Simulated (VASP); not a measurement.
MnAs, 4 atoms in the cell. It takes space group P6_3/mmc (No. 194, hexagonal). Conventional cell: a = 3.710 Å, b = 3.710 Å, c = 5.691 Å, α = 90.00°, β = 90.00°, γ = 120.00°. Mn (site symmetry -3m) has 6 As at 2.57 Å and 2 Mn at 2.85 Å within 3.4 Å. Within 3.4 Å of As (site symmetry -6m2) lie 6 Mn at 2.57 Å. 

* Program: VASP 6.6.1
* Task: single point
* Functional: LDA
* Potentials or basis: VASP PAW LDA potentials, release 64 (Mn_pv, As)
* Cutoff: 520 eV
* k mesh: 10 × 10 × 6
* Occupations: methfessel-paxton, width 0.05 eV
* Spin: collinear spin, antiferromagnetic start
* Starting moments: [2.8, -2.8, 0.0, 0.0] μB
* Dipole correction: no
* Further INCAR settings: ALGO = Normal; EDIFF = 1e-07; NBANDS = 30

Potentials or basis: VASP PAW LDA potentials, release 64 (Mn_pv, As).

Run with:

```bash
$ cat potpaw_LDA.64/Mn_pv/POTCAR potpaw_LDA.64/As/POTCAR > POTCAR
$ mpirun -np 1 vasp_std > vasp.out
```

Hardware: 1 thread of Intel(R) Xeon(R) Platinum 8375C CPU @ 2.90GHz (Ice Lake) (shared host).

Task: How long does it take, and how much memory?

Result: Wall time 3.5 min on 1 thread of Intel(R) Xeon(R) Platinum 8375C CPU @ 2.90GHz (Ice Lake), on a shared host, peak memory 0.27 GiB. Counts: scf iterations 16, k points 56.
